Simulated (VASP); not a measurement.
# BN (F-43m) in VASP: a series of runs

Runs on BN. Level: PBE. Tasks: vibrations by perturbation theory.

All numbers are computed with VASP 6.6.1; they aren't measurements. Logs are shortened: lines on timing, memory, paths and dates and some standing lists are left out, and cuts for length are marked.

## 1. The cell of the first run

Symmetry: F-43m, No. 216, cubic system. The conventional cell has a = 3.571 Å, b = 3.571 Å, c = 3.571 Å, α = 90.00°, β = 90.00°, γ = 90.00°. B (site symmetry -43m) has 4 N at 1.55 Å within 2.1 Å. Within 2.1 Å of N (site symmetry -43m) lie 4 B at 1.55 Å.

## 2. Vibrations by perturbation theory, PBE

INCAR

```
PREC = Accurate
ENCUT = 520
EDIFF = 1E-8
ISMEAR = 0
SIGMA = 0.01
LREAL = F
LASPH = T
NELM = 100
ALGO = Normal
ISIF = 2
LWAVE = F
LCHARG = F
GGA = PE
IBRION = 8
NSW = 1
LEPSILON = T
```

KPOINTS

```
regular mesh
0
Gamma
  12 12 12
```

POSCAR

```
BN
1.0
    0.0000000000      1.7855895471      1.7855895471
    1.7855895471      0.0000000000      1.7855895471
    1.7855895471      1.7855895471      0.0000000000
B N
1 1
Direct
    0.0000000000      0.0000000000      0.0000000000
    0.7500000000      0.7500000000      0.7500000000
```

Potentials or basis: VASP PAW PBE potentials, release 64 (B, N).

On the command line:

```
cat potpaw_PBE.64/B/POTCAR potpaw_PBE.64/N/POTCAR > POTCAR
mpirun -np 1 vasp_std > vasp.out
```

OUTCAR:

```text
PREC = Accurate
   ENCUT = 520
   EDIFF = 1E-8
   ISMEAR = 0
   LREAL = F
   LASPH = T
   NELM = 100
   ISIF = 2
   GGA = PE
   IBRION = 8
   NSW = 1
   LEPSILON = T

 ion  position               nearest neighbor table
   1  0.000  0.000  0.000-   2 1.55   2 1.55   2 1.55   2 1.55
   2  0.750  0.750  0.750-   1 1.55   1 1.55   1 1.55   1 1.55

  LATTYP: Found a face centered cubic cell.
 ALAT       =     3.5711790942

  Lattice vectors:

 A1 = (   0.0000000000,   1.7855895471,   1.7855895471)
 A2 = (   1.7855895471,   0.0000000000,   1.7855895471)
 A3 = (   1.7855895471,   1.7855895471,   0.0000000000)

Analysis of symmetry for initial positions (statically):
=====================================================================
 Subroutine PRICEL returns:
 Original cell was already a primitive cell.

 Routine SETGRP: Setting up the symmetry group for a
 face centered cubic supercell.

 Subroutine GETGRP returns: Found 24 space group operations
 (whereof 24 operations were pure point group operations)
 out of a pool of 48 trial point group operations.

The static configuration has the point symmetry T_d .

Analysis of symmetry for dynamics (positions and initial velocities):
=====================================================================
 Subroutine PRICEL returns:
 Original cell was already a primitive cell.

 Routine SETGRP: Setting up the symmetry group for a
 face centered cubic supercell.

 Subroutine GETGRP returns: Found 24 space group operations
 (whereof 24 operations were pure point group operations)
 out of a pool of 48 trial point group operations.

The dynamic configuration has the point symmetry T_d .

 Subroutine INISYM returns: Found 24 space group operations
 (whereof 24 operations are pure point group operations),
 and found     1 'primitive' translations

----------------------------------------------------------------------------------------

                                     Primitive cell

  volume of cell :      11.3861

  direct lattice vectors                    reciprocal lattice vectors
     0.000000000  1.785589547  1.785589547    -0.280019560  0.280019560  0.280019560
     1.785589547  0.000000000  1.785589547     0.280019560 -0.280019560  0.280019560
     1.785589547  1.785589547  0.000000000     0.280019560  0.280019560 -0.280019560

  length of vectors
     2.525204954  2.525204954  2.525204954     0.485008106  0.485008106  0.485008106

  position of ions in fractional coordinates (direct lattice)
     0.000000000  0.000000000  0.000000000
     0.750000000  0.750000000  0.750000000

  ion indices of the primitive-cell ions
   primitive index   ion index
                 1           1
                 2           2

----------------------------------------------------------------------------------------

 KPOINTS: regular mesh

Automatic generation of k-mesh.
 Grid dimensions read from file:
 generate k-points for:   12   12   12

 Generating k-lattice:

  Cartesian coordinates                     Fractional coordinates (reciprocal lattice)
    -0.023334963  0.023334963  0.023334963     0.083333333  0.000000000  0.000000000
     0.023334963 -0.023334963  0.023334963     0.000000000  0.083333333  0.000000000
     0.023334963  0.023334963 -0.023334963     0.000000000  0.000000000  0.083333333

  Length of vectors
     0.040417342  0.040417342  0.040417342

  Shift w.r.t. Gamma in fractional coordinates (k-lattice)
     0.000000000  0.000000000  0.000000000

 Subroutine IBZKPT returns following result:
 ===========================================

 Found     72 irreducible k-points:

 Following reciprocal coordinates:
            Coordinates               Weight
  0.000000  0.000000  0.000000      1.000000
  0.083333  0.000000  0.000000      8.000000
  0.166667  0.000000  0.000000      8.000000
  0.250000  0.000000  0.000000      8.000000
[... 365 lines left out ...]
  volume of cell :       11.39
      direct lattice vectors                 reciprocal lattice vectors
     0.000000000  1.785589547  1.785589547    -0.280019560  0.280019560  0.280019560
     1.785589547  0.000000000  1.785589547     0.280019560 -0.280019560  0.280019560
     1.785589547  1.785589547  0.000000000     0.280019560  0.280019560 -0.280019560

 POSITION                                       TOTAL-FORCE (eV/Angst)
 -----------------------------------------------------------------------------------
      0.00000      0.00000      0.00000         0.000000      0.000000      0.000000
      2.67838      2.67838      2.67838        -0.000000     -0.000000     -0.000000
 -----------------------------------------------------------------------------------
    total drift:                               -0.000000     -0.000000     -0.000000

  FREE ENERGIE OF THE ION-ELECTRON SYSTEM (eV)
  ---------------------------------------------------
  free  energy   TOTEN  =       -17.4209510160 eV

  energy  without entropy=      -17.4209510160  energy(sigma->0) =      -17.42095102

 HEAD OF MICROSCOPIC STATIC DIELECTRIC TENSOR (INDEPENDENT PARTICLE, excluding Hartree and local field effects)
 ------------------------------------------------------
           4.662913     0.000000     0.000000
           0.000000     4.662913    -0.000000
           0.000000     0.000000     4.662913
 ------------------------------------------------------

 Free energy of the ion-electron system (eV)
  ---------------------------------------------------
  ---------------------------------------------------
  free energy    TOTEN  =        -0.12126033 eV

  energy without entropy =       -0.12126033

------------------------ aborting loop because EDIFF is reached ----------------------------------------

--------------------------------------- Ionic step        2  -------------------------------------------

------------------------ aborting loop because EDIFF is reached ----------------------------------------

--------------------------------------- Ionic step        3  -------------------------------------------

------------------------ aborting loop because EDIFF is reached ----------------------------------------

 PIEZOELECTRIC TENSOR FIELD DIRECTION 3  (e Angst)
 -----------------------------------------------------------------------------
    -0.00033  0.73849  0.00000           ( -0.00000  0.00381  0.00000)
     0.73849 -0.00033  0.00000           (  0.00381 -0.00000  0.00000)
     0.00000  0.00000  0.00027           (  0.00000  0.00000 -0.00000)

 PIEZOELECTRIC TENSOR FIELD DIRECTION 3  (C/m^2)
 -----------------------------------------------------------------------------
    -0.00046  1.03916  0.00000
     1.03916 -0.00046  0.00000
     0.00000  0.00000  0.00038

--------------------------------------- Ionic step        4  -------------------------------------------

------------------------ aborting loop because EDIFF is reached ----------------------------------------

[... ionic steps 5 to 6 ...]

--------------------------------------- Ionic step        7  -------------------------------------------

 Free energy of the ion-electron system (eV)
  ---------------------------------------------------
  ---------------------------------------------------
  free energy    TOTEN  =        -0.23172192 eV

  energy without entropy =       -0.23172192

------------------------ aborting loop because EDIFF is reached ----------------------------------------

 INTERNAL STRAIN TENSOR  FOR ION    2  DIRECTION 1   (eV/Angst):
 -----------------------------------------------------------------------------
     0.00859  0.00000  0.00000
     0.00000 -0.00317  3.68906
     0.00000  3.68906 -0.00317

 MACROSCOPIC STATIC DIELECTRIC TENSOR (including local field effects in DFT)
 ------------------------------------------------------
           4.570832     0.000000     0.000000
           0.000000     4.570832    -0.000000
           0.000000     0.000000     4.570832
 ------------------------------------------------------

 PIEZOELECTRIC TENSOR (including local field effects)  for field in x, y, z        (e  Angst)
          XX          YY          ZZ          XY          YZ          ZX
  --------------------------------------------------------------------------------
  x     0.00000     0.00000    -0.00000     0.00000     0.73896     0.00000
  y     0.00000     0.00000    -0.00000     0.00000     0.00000     0.73896
  z     0.00000     0.00000    -0.00000     0.73896     0.00000     0.00000

 PIEZOELECTRIC TENSOR (including local field effects)  for field in x, y, z        (C/m^2)
          XX          YY          ZZ          XY          YZ          ZX
  --------------------------------------------------------------------------------
  x     0.00000     0.00000    -0.00000     0.00000     1.03982     0.00000
  y     0.00000     0.00000    -0.00000     0.00000     0.00000     1.03982
  z     0.00000     0.00000    -0.00000     1.03982     0.00000     0.00000

 BORN EFFECTIVE CHARGES (including local field effects) (in |e|, cummulative output)
 ---------------------------------------------------------------------------------
 ion    1
    1     1.89027    -0.00000    -0.00000
    2     0.00000     1.89027    -0.00000
    3     0.00000     0.00000     1.89027
 ion    2
    1    -1.89027     0.00000     0.00000
    2    -0.00000    -1.89027     0.00000
    3     0.00000     0.00000    -1.89027

 INTERNAL STRAIN TENSOR FOR ION    2 for displacements in x,y,z  (eV/Angst):
          X           Y           Z          XY          YZ          ZX
  --------------------------------------------------------------------------------
  x     0.00000     0.00000     0.00000     0.00000     3.68906     0.00000
  y     0.00000    -0.00000     0.00000     0.00000     0.00000     3.68906
  z     0.00000     0.00000     0.00000     3.68906     0.00000     0.00000

 SECOND DERIVATIVES (NOT SYMMETRIZED)
 ------------------------------------
               1X          1Y          1Z          2X          2Y          2Z
  1X   -26.482432    0.000000    0.000000   26.482432    0.000000    0.000000
  1Y     0.000000  -26.482432    0.000000    0.000000   26.482432    0.000000
  1Z     0.000000    0.000000  -26.482432    0.000000    0.000000   26.482432
  2X    26.473300    0.000000    0.000000  -26.473300    0.000000    0.000000
  2Y     0.000000   26.473300    0.000000    0.000000  -26.473300    0.000000
  2Z     0.000000    0.000000   26.473300    0.000000    0.000000  -26.473300

 Eigenvectors and eigenvalues of the dynamical matrix
 ----------------------------------------------------

   1 f  =   32.569828 THz   204.642262 2PiTHz 1086.412507 cm-1   134.697923 meV
             X         Y         Z           dx          dy          dz
      0.000000  0.000000  0.000000     0.418377    0.623963    0.000000
      2.678384  2.678384  2.678384    -0.367575   -0.548197    0.000000
[... 21 lines left out ...]
   6 f/i=    0.002785 THz     0.017498 2PiTHz    0.092895 cm-1     0.011517 meV
             X         Y         Z           dx          dy          dz
      0.000000  0.000000  0.000000     0.000000    0.000000   -0.660024
      2.678384  2.678384  2.678384     0.000000    0.000000   -0.751244

--------------------------------------------------------------------------------------------------------

 MACROSCOPIC STATIC DIELECTRIC TENSOR IONIC CONTRIBUTION
 ------------------------------------------------------
           2.144654    -0.000000    -0.000000
          -0.000000     2.144654    -0.000000
          -0.000000    -0.000000     2.144654
 ------------------------------------------------------

 ELASTIC MODULI CONTR FROM IONIC RELAXATION (kBar)
 Direction    XX          YY          ZZ          XY          YZ          ZX
 --------------------------------------------------------------------------------
 XX          -0.0000      0.0000      0.0000      0.0000     -0.0000     -0.0000
 YY           0.0000     -0.0000      0.0000      0.0000      0.0000      0.0000
 ZZ           0.0000      0.0000     -0.0000     -0.0000      0.0000     -0.0000
 XY           0.0000      0.0000     -0.0000    -69.0605      0.0000      0.0000
 YZ          -0.0000      0.0000      0.0000      0.0000    -69.0605      0.0000
 ZX          -0.0000      0.0000     -0.0000      0.0000      0.0000    -69.0605
 --------------------------------------------------------------------------------

 PIEZOELECTRIC TENSOR IONIC CONTR  for field in x, y, z        (C/m^2)
          XX          YY          ZZ          XY          YZ          ZX
  --------------------------------------------------------------------------------
  x    -0.00000     0.00000     0.00000     0.00000    -0.36213     0.00000
  y    -0.00000     0.00000    -0.00000     0.00000     0.00000    -0.36213
  z     0.00000     0.00000    -0.00000    -0.36213     0.00000     0.00000
```

Run time: 2.1 min. Hardware: 1 thread of Intel Xeon Platinum 8488C (Sapphire Rapids), shared host; peak memory 0.18 GiB.

What came out:

```
Electronic dielectric tensor (diagonal)                 : 4.57
Born charges (mean of the diagonal)                     : B +1.89; N -1.89 e
Highest phonon frequency at Γ, LO-TO splitting left out : 1086 cm⁻¹
```

Phonon frequencies in cm⁻¹ (negative: imaginary):
```csv
q point,frequencies
"(0.000, 0.000, 0.000)",0 0 0 1086 1086 1086
```

Electronic dielectric tensor:
```
4.57 0.00 0.00
0.00 4.57 0.00
0.00 0.00 4.57
```

Born effective charge tensors (e):
atom 1, B
```
1.89 0.00 0.00
0.00 1.89 0.00
0.00 0.00 1.89
```
atom 2, N
```
-1.89  0.00  0.00
 0.00 -1.89  0.00
 0.00  0.00 -1.89
```

Caveat: the cell wasn't relaxed at this level first, which shifts response properties.

(Continued in part 2 of 3.)
